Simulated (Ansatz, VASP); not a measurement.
# One calculation of CdSb2O2, two programs

```
Cd Sb O
1.0
     2.57582    1.48715    5.20792
    -2.57582    1.48715    5.20792
     0.00000   -2.97430    5.20792
Cd Sb O
1 2 2
Direct
  0.00000 0.00000 0.00000
  0.32810 0.32810 0.32810
  0.67190 0.67190 0.67190
  0.43760 0.43760 0.43760
  0.56240 0.56240 0.56240
```

Alike in both runs: task single point; functional PBE; k mesh 6 × 6 × 6; occupations gaussian, width 0.1 eV; no spin polarisation.

```csv
,VASP,Ansatz
version,VASP 6.6.1,Ansatz 0.2.0
potentials or method,"VASP PAW PBE potentials, release 64 (Cd_sv_GW, Sb_d_GW, O), cutoff 600 eV","scalar-relativistic, plane waves, PAW"
valence electrons in the cell,62,62
```

|  | VASP | Ansatz | Ansatz less VASP |
| --- | --- | --- | --- |
| gap on the k mesh at the Fermi level (eV) | none | none | - |
| pressure (GPa) | 23.2 | 23.1 | -0.08 |
| traceless stress, the component that is largest in VASP (GPa) | 24.93 | 24.25 | -0.683 |
| rms of the force components (eV/Å) | 3.461 | 3.321 | -0.1399 |

Atom by atom the forces differ by 0.143 eV/Å (rms over components). A gap of «none» marks a metal or a gap that the smearing closes. With one functional, cell and mesh, what is left measures potentials, basis and numerics.

Spin-orbit coupling is off throughout.
